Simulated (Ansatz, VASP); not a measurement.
GaP: VASP beside Ansatz

```
Ga P
1.0
     0.00000    2.72525    2.72525
     2.72525    0.00000    2.72525
     2.72525    2.72525    0.00000
Ga P
1 1
Direct
  0.00000 0.00000 0.00000
  0.75000 0.75000 0.75000
```

Alike in both runs: task electric field gradients; functional PBEsol; k mesh 10 × 10 × 10; occupations fermi-dirac, width 0.05 eV; no spin polarisation.

```csv
,VASP,Ansatz
version,VASP 6.6.1,Ansatz 0.2.0
potentials or method,"VASP PAW PBE potentials, release 64 (Ga_d, P)","PAW with Ansatz's default frozen-core files, scalar-relativistic"
plane-wave cutoff (eV),520,420
valence electrons in the cell,18,18
```

|  | VASP | Ansatz | Ansatz less VASP |
| --- | --- | --- | --- |
| pressure (GPa) | -0.6 | -0.6 | +0.05 |

VASP's potentials were made for PBE, not for PBEsol.
